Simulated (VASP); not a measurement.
LiRh, 2 atoms in the cell. The structure is hexagonal, space group P-6m2 (No. 187). Conventional cell: a = 2.590 Å, b = 2.590 Å, c = 4.180 Å, α = 90.00°, β = 90.00°, γ = 120.00°. Li (site symmetry -6m2) has 6 Rh at 2.57 Å and 6 Li at 2.59 Å within 3.4 Å. Rh (site symmetry -6m2) has 6 Li at 2.57 Å and 6 Rh at 2.59 Å within 3.4 Å. 

| Quantity | Value |
| --- | --- |
| Program | VASP 6.6.1 |
| Task | single point |
| Functional | PBEsol |
| Potentials or basis | VASP PAW PBE potentials, release 64 (Li_sv, Rh_pv) |
| Cutoff | 520 eV |
| k mesh | 18 × 18 × 10 |
| Occupations | gaussian, width 0.1 eV |
| Spin | no spin polarisation |
| Dipole correction | no |
| Further INCAR settings | ALGO = Normal; EDIFF = 1e-06; NBANDS = 16 |

Potentials or basis: VASP PAW PBE potentials, release 64 (Li_sv, Rh_pv).

Launch:

```console
$ cat potpaw_PBE.64/Li_sv/POTCAR potpaw_PBE.64/Rh_pv/POTCAR > POTCAR
$ mpirun -np 1 vasp_std > vasp.out
```

Hardware: 1 thread of Intel Xeon 8259CL (shared host).

Task: How long does it take, and how much memory?

Result: Wall time 71 s on 1 thread of Intel Xeon 8259CL, with other jobs on the host, peak memory 0.2 GiB. Counts: scf iterations 12, k points 222.
